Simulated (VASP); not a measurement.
# MgBeS3 (Pm-3m) in VASP: further runs

Runs on MgBeS3. Level: PBE. Tasks: single point, relaxation of cell and atoms.

Everything below comes from runs of VASP 6.6.1. Logs are shortened: lines on timing, memory, paths and dates and some standing lists are left out, and cuts for length are marked.

### 1 The cell of the first run

It takes space group Pm-3m (No. 221, cubic). Conventional cell: a = 4.744 Å, b = 4.744 Å, c = 4.744 Å, α = 90.00°, β = 90.00°, γ = 90.00°. Mg (site symmetry m-3m) has 6 S at 2.37 Å within 3.1 Å. Within 4.4 Å of Be (site symmetry m-3m) lie 12 S at 3.35 Å and 8 Mg at 4.11 Å. Within 3.1 Å of S (site symmetry 4/mmm) lie 2 Mg at 2.37 Å.

### 2 Single point, PBE

The input, INCAR:

```
ALGO = Normal ; EDIFF = 1E-6
ENCUT = 520 ; GGA = PE
ISIF = 2 ; ISMEAR = 0
LASPH = T ; LCHARG = T
LELF = T ; LREAL = F
LVHAR = T ; LWAVE = F
NBANDS = 19 ; NELM = 80
PREC = Accurate ; SIGMA = 0.1
```

The input, KPOINTS:

```
k-points
0
Gamma
  8 8 8
```

The input, POSCAR:

```
MgBeS3
1.0
    4.7436757370      0.0000000000      0.0000000000
    0.0000000000      4.7436757370      0.0000000000
    0.0000000000      0.0000000000      4.7436757370
Mg Be S
1 1 3
Direct
    0.5000000000      0.5000000000      0.5000000000
    0.0000000000      0.0000000000      0.0000000000
    0.0000000000      0.5000000000      0.5000000000
    0.5000000000      0.5000000000      0.0000000000
    0.5000000000      0.0000000000      0.5000000000
```

Potentials or basis: VASP PAW PBE potentials, release 64 (Mg, Be, S).

Command:

```console
> cat potpaw_PBE.64/Mg/POTCAR potpaw_PBE.64/Be/POTCAR potpaw_PBE.64/S/POTCAR > POTCAR
> mpirun -np 1 vasp_std > vasp.out
```

OUTCAR:

```text
EDIFF = 1E-6
   ENCUT = 520
   GGA = PE
   ISIF = 2
   ISMEAR = 0
   LASPH = T
   LREAL = F
   NELM = 80
   PREC = Accurate

 ion  position               nearest neighbor table
   1  0.500  0.500  0.500-   3 2.37   4 2.37   5 2.37   4 2.37   5 2.37   3 2.37
   2  0.000  0.000  0.000-
   3  0.000  0.500  0.500-   1 2.37   1 2.37
   4  0.500  0.500  0.000-   1 2.37   1 2.37
   5  0.500  0.000  0.500-   1 2.37   1 2.37

  LATTYP: Found a simple cubic cell.
 ALAT       =     4.7436757370

  Lattice vectors:

 A1 = (   4.7436757370,   0.0000000000,   0.0000000000)
 A2 = (   0.0000000000,   4.7436757370,   0.0000000000)
 A3 = (   0.0000000000,   0.0000000000,   4.7436757370)

Analysis of symmetry for initial positions (statically):
=====================================================================
 Subroutine PRICEL returns:
 Original cell was already a primitive cell.

 Routine SETGRP: Setting up the symmetry group for a
 simple cubic supercell.

 Subroutine GETGRP returns: Found 48 space group operations
 (whereof 48 operations were pure point group operations)
 out of a pool of 48 trial point group operations.

The static configuration has the point symmetry O_h .

Analysis of symmetry for dynamics (positions and initial velocities):
=====================================================================
 Subroutine PRICEL returns:
 Original cell was already a primitive cell.

 Routine SETGRP: Setting up the symmetry group for a
 simple cubic supercell.

 Subroutine GETGRP returns: Found 48 space group operations
 (whereof 48 operations were pure point group operations)
 out of a pool of 48 trial point group operations.

The dynamic configuration has the point symmetry O_h .

 Subroutine INISYM returns: Found 48 space group operations
 (whereof 48 operations are pure point group operations),
 and found     1 'primitive' translations

----------------------------------------------------------------------------------------

                                     Primitive cell

  volume of cell :     106.7444

  direct lattice vectors                    reciprocal lattice vectors
     4.743675737  0.000000000  0.000000000     0.210806989  0.000000000  0.000000000
     0.000000000  4.743675737  0.000000000     0.000000000  0.210806989  0.000000000
     0.000000000  0.000000000  4.743675737     0.000000000  0.000000000  0.210806989

  length of vectors
     4.743675737  4.743675737  4.743675737     0.210806989  0.210806989  0.210806989

  position of ions in fractional coordinates (direct lattice)
     0.500000000  0.500000000  0.500000000
     0.000000000  0.000000000  0.000000000
     0.000000000  0.500000000  0.500000000
     0.500000000  0.500000000  0.000000000
     0.500000000  0.000000000  0.500000000

  ion indices of the primitive-cell ions
   primitive index   ion index
                 1           1
                 2           2
                 3           3
                 4           4
                 5           5

----------------------------------------------------------------------------------------

 KPOINTS: k-points

Automatic generation of k-mesh.
 Grid dimensions read from file:
 generate k-points for:    8    8    8

 Generating k-lattice:

  Cartesian coordinates                     Fractional coordinates (reciprocal lattice)
     0.026350874  0.000000000  0.000000000     0.125000000  0.000000000  0.000000000
     0.000000000  0.026350874  0.000000000     0.000000000  0.125000000  0.000000000
     0.000000000  0.000000000  0.026350874     0.000000000  0.000000000  0.125000000

  Length of vectors
     0.026350874  0.026350874  0.026350874

  Shift w.r.t. Gamma in fractional coordinates (k-lattice)
     0.000000000  0.000000000  0.000000000

 Subroutine IBZKPT returns following result:
 ===========================================

 Found     35 irreducible k-points:

 Following reciprocal coordinates:
            Coordinates               Weight
  0.000000  0.000000  0.000000      1.000000
  0.125000  0.000000  0.000000      6.000000
  0.250000  0.000000  0.000000      6.000000
  0.375000  0.000000  0.000000      6.000000
  0.500000  0.000000  0.000000      3.000000
  0.125000  0.125000  0.000000     12.000000
[... 16 lines left out ...]
  0.375000  0.375000  0.125000     24.000000
  0.500000  0.375000  0.125000     24.000000
 [... further k-points ...]
   k-points           NKPTS =     35   k-points in BZ     NKDIM =     35   number of bands    NBANDS=     19
   number of dos      NEDOS =    301   number of ions     NIONS =      5
   total plane-waves  NPLWV =  46656
   dimension x,y,z NGX =    36 NGY =   36 NGZ =   36
   dimension x,y,z NGXF=    72 NGYF=   72 NGZF=   72
   ions per type =               1   1   3
   NGX,Y,Z   is equivalent  to a cutoff of  12.62, 12.62, 12.62 a.u.
   NGXF,Y,Z  is equivalent  to a cutoff of  25.23, 25.23, 25.23 a.u.
 SYSTEM =  unknown system
   PREC   = accura    normal or accurate (medium, high low for compatibility)
   ISTART =      0    job   : 0-new  1-cont  2-samecut
   ICHARG =      2    charge: 1-file 2-atom 10-const
   ISPIN  =      1    spin polarized calculation?
   LNONCOLLINEAR =      F non collinear calculations
   LSORBIT =      F    spin-orbit coupling
   LASPH  =      T    aspherical Exc in radial PAW
   ENCUT  =  520.0 eV  38.22 Ry    6.18 a.u.   8.82  8.82  8.82*2*pi/ulx,y,z
   NELM   =     80;   NELMIN=  2; NELMDL= -5     # of ELM steps
   EDIFF  = 0.1E-05   stopping-criterion for ELM
   LREAL  =      F    real-space projection
   EDIFFG = 0.1E-04   stopping-criterion for IOM
   NSW    =      0    number of steps for IOM
   IBRION =     -1    ionic relax: 0-MD 1-quasi-New 2-CG
   NFREE  =      0    steps in history (QN), initial steepest desc. (CG)
   ISIF   =      2    stress and relaxation
   ISYM   =      2    0-nonsym 1-usesym 2-fastsym
   POTIM  = 0.5000    time-step for ionic-motion
   TEBEG  =    0.0;   TEEND  =   0.0 temperature during run
   PSTRESS=    0.0 pullay stress
   NELECT =      22.0000    total number of electrons
   NUPDOWN=      -1.0000    fix difference up-down
   EMIN   =  10.00;   EMAX   =-10.00  energy-range for DOS
   EFERMI =   0.00;   METHOD = LEGACY
   ISMEAR =     0;   SIGMA  =   0.10  broadening in eV -4-tet -1-fermi 0-gaus
   EFERMI_NEDOS =   21; number of points for ismear=-14 and -15
   IALGO  =     38    algorithm
   IMIX   =      4    mixing-type and parameters
     AMIX     =   0.40;   BMIX     =  1.00
     AMIX_MAG =   1.60;   BMIX_MAG =  1.00
  volume/ion in A,a.u.               =      21.35       144.07
  Fermi-wavevector in a.u.,A,eV,Ry     =   0.967017  1.827397 12.723103  0.935122
  Thomas-Fermi vector in A             =   2.096867
   LORBIT       =      0    0 simple, 1 ext, 2 COOP (PROOUT), +10 PAW based schemes
   GGA     = PE    functional components
   LHFCALC =     F    Hartree Fock is set to
   AEXX    =    0.0000 exact exchange contribution
   IVDW    =     0    specifies the selected vdW correction
   LEPSILON=     F    determine dielectric tensor
   LRPA    =     F    only Hartree local field effects (RPA)
 non-spin polarized calculation
 Gauss-broadening in eV      SIGMA  =   0.10
  energy-cutoff  :      520.00
  volume of cell :      106.74
 maximum number of plane-waves:      2897
 NGX is ok and might be reduce to    36
   NGX = 17   NGY = 17   NGZ = 17

 number of electron      22.0000011 magnetization

 Free energy of the ion-electron system (eV)
  ---------------------------------------------------
  ext. energy  EPLUGINS =         0.00000000
  ---------------------------------------------------
  free energy    TOTEN  =       -14.16188672 eV

  energy without entropy =      -14.13021105  energy(sigma->0) =      -14.14604888

 E-fermi :   2.3070     XC(G=0):  -8.8644

 val. band max:        2.3015132817   @ k =   0.5000   0.1250   0.1250
 cond. band min:       2.3184501736   @ k =   0.5000   0.3750   0.2500
 fundamental gap:      0.0169368919
 Fermi energy:         2.3069702289

 k-point     1 :       0.0000    0.0000    0.0000
  band No.  band energies     occupation
      1     -10.5526      2.00000
      2      -8.5311      2.00000
      3      -8.5311      2.00000
      4      -1.4191      2.00000
      5      -1.4191      2.00000
      6      -1.4191      2.00000
[... 11 lines left out ...]
     18       8.7113      0.00000
     19       8.7114      0.00000

 k-point     2 :       0.1250    0.0000    0.0000
  band No.  band energies     occupation
      1     -10.4974      2.00000
      2      -8.6150      2.00000
      3      -8.5260      2.00000
      4      -1.3761      2.00000
      5      -1.3561      2.00000
      6      -1.3561      2.00000
[... 11 lines left out ...]
     18       8.7856      0.00000
     19       9.1211      0.00000

 k-point     3 :       0.2500    0.0000    0.0000
  band No.  band energies     occupation
      1     -10.3409      2.00000
      2      -8.8398      2.00000
      3      -8.5136      2.00000
      4      -1.2240      2.00000
      5      -1.1799      2.00000
      6      -1.1799      2.00000
[... 11 lines left out ...]
     18       8.9922      0.00000
     19       9.8722      0.00000

 k-point     4 :       0.3750    0.0000    0.0000
  band No.  band energies     occupation
      1     -10.1218      2.00000
      2      -9.1260      2.00000
      3      -8.5011      2.00000
      4      -0.9456      2.00000
      5      -0.9456      2.00000
      6      -0.9401      2.00000
[... 11 lines left out ...]
     18       9.2616      0.00000
     19      10.8716      0.00000

 k-point     5 :       0.5000    0.0000    0.0000
  band No.  band energies     occupation
      1      -9.9830      2.00000
      2      -9.2922      2.00000
      3      -8.4959      2.00000
      4      -0.8148      2.00000
      5      -0.8148      2.00000
      6      -0.6780      2.00000
[... 11 lines left out ...]
     18       9.7080      0.00000
     19      11.4802      0.00000

 k-point     6 :       0.1250    0.1250    0.0000
  band No.  band energies     occupation
      1     -10.4427      2.00000
      2      -8.6475      2.00000
      3      -8.5670      2.00000
      4      -1.5315      2.00000
      5      -1.2932      2.00000
      6      -1.0883      2.00000
[... 11 lines left out ...]
     18       9.0420      0.00000
     19       9.1648      0.00000

 k-point     7 :       0.2500    0.1250    0.0000
  band No.  band energies     occupation
      1     -10.2877      2.00000
      2      -8.8437      2.00000
      3      -8.5713      2.00000
      4      -1.5302      2.00000
      5      -1.1169      2.00000
      6      -0.7649      2.00000
[... 11 lines left out ...]
     18       9.3614      0.00000
     19       9.6309      0.00000

 k-point     8 :       0.3750    0.1250    0.0000
  band No.  band energies     occupation
      1     -10.0700      2.00000
      2      -9.1179      2.00000
      3      -8.5597      2.00000
      4      -1.3426      2.00000
      5      -0.8820      2.00000
      6      -0.6082      2.00000
[... 256 lines left out ...]
 k-point    20 :       0.2500    0.2500    0.1250
  band No.  band energies     occupation
      1     -10.0870      2.00000
      2      -8.8939      2.00000
      3      -8.7337      2.00000
      4      -1.8853      2.00000
      5      -0.7153      2.00000
      6      -0.3241      2.00000
[... 11 lines left out ...]
     18       9.7965      0.00000
     19      10.0649      0.00000

 k-point    21 :       0.3750    0.2500    0.1250
  band No.  band energies     occupation
      1      -9.8762      2.00000
      2      -9.0942      2.00000
      3      -8.7542      2.00000
      4      -1.8569      2.00000
      5      -0.9721      2.00000
      6      -0.3461      2.00000
[... 11 lines left out ...]
     18      10.3859      0.00000
     19      10.8053      0.00000

 k-point    22 :       0.5000    0.2500    0.1250
  band No.  band energies     occupation
      1      -9.7346      2.00000
      2      -9.2429      2.00000
      3      -8.7516      2.00000
      4      -1.7540      2.00000
      5      -1.2414      2.00000
      6      -0.1489      2.00000
[... 11 lines left out ...]
     18      10.7605      0.00000
     19      10.9006      0.00000

 k-point    23 :       0.3750    0.3750    0.1250
  band No.  band energies     occupation
      1      -9.6684      2.00000
      2      -9.1177      2.00000
      3      -8.9240      2.00000
      4      -1.9645      2.00000
      5      -1.3563      2.00000
      6      -0.1423      2.00000
[... 11 lines left out ...]
     18      10.8973      0.00000
     19      10.9513      0.00000

 k-point    24 :       0.5000    0.3750    0.1250
  band No.  band energies     occupation
      1      -9.5143      2.00000
      2      -9.2153      2.00000
      3      -8.9749      2.00000
      4      -1.9617      2.00000
      5      -1.5390      2.00000
      6      -0.0906      2.00000
[... 11 lines left out ...]
     18      10.3491      0.00000
     19      11.3214      0.00000

 [... further k-points ...]
[... 5 lines left out ...]
  --------------------------------------------------------------------------------------
  -------------------------------------------------------------------------------------
  Total       -0.0409155     -0.0409155     -0.0409155     -0.0000000      0.0000000     -0.0000000
  in kB       -0.6141197     -0.6141197     -0.6141197     -0.0000000      0.0000000     -0.0000000
  external PRESSURE =      -0.6141197 kB  Pullay stress =       0.0000000 kB

 VOLUME and BASIS-vectors are now :
 -----------------------------------------------------------------------------
  energy-cutoff  :      520.00
  volume of cell :      106.74
      direct lattice vectors                 reciprocal lattice vectors
     4.743675737  0.000000000  0.000000000     0.210806989  0.000000000  0.000000000
     0.000000000  4.743675737  0.000000000     0.000000000  0.210806989  0.000000000
     0.000000000  0.000000000  4.743675737     0.000000000  0.000000000  0.210806989

 POSITION                                       TOTAL-FORCE (eV/Angst)
 -----------------------------------------------------------------------------------
      2.37184      2.37184      2.37184         0.000000      0.000000      0.000000
      0.00000      0.00000      0.00000         0.000000      0.000000      0.000000
      0.00000      2.37184      2.37184         0.000000      0.000000      0.000000
      2.37184      2.37184      0.00000         0.000000      0.000000      0.000000
      2.37184      0.00000      2.37184         0.000000      0.000000      0.000000
 -----------------------------------------------------------------------------------
    total drift:                                0.000000      0.000000      0.000000

  FREE ENERGIE OF THE ION-ELECTRON SYSTEM (eV)
  ---------------------------------------------------
  free  energy   TOTEN  =       -14.1618867189 eV

  energy  without entropy=      -14.1302110466  energy(sigma->0) =      -14.14604888
```

It took 89 s on 1 thread of Intel Xeon Platinum 8259CL at 2.50GHz (Skylake/Cascade Lake), shared host; peak memory 0.24 GiB.

Results:

| Item | Value |
| --- | --- |
| Free energy | -14.1619 eV |
| Pressure | -0.1 GPa |
| Band gap on the k mesh | zero (band 11 reaches 3.10 eV, above the bottom of band 12 at 2.08 eV) |

Levels at points of the mesh, in eV from the Fermi level:
| k point | band 9 | band 10 | band 11 | band 12 | band 13 | band 14 |
| --- | --- | --- | --- | --- | --- | --- |
| (0.00, 0.00, 0.00) | -0.53 | -0.53 | -0.04 | -0.04 | -0.04 | 4.54 |
| (0.50, 0.00, 0.00) | -1.63 | -1.06 | -0.07 | -0.07 | 1.34 | 2.40 |
| (0.50, 0.50, 0.00) | -1.36 | -1.36 | -0.40 | 0.76 | 0.81 | 2.63 |
| (0.50, 0.50, 0.50) | -0.36 | -0.36 | 0.79 | 0.79 | 0.79 | 4.63 |

(Part 1 of 2 ends here.)
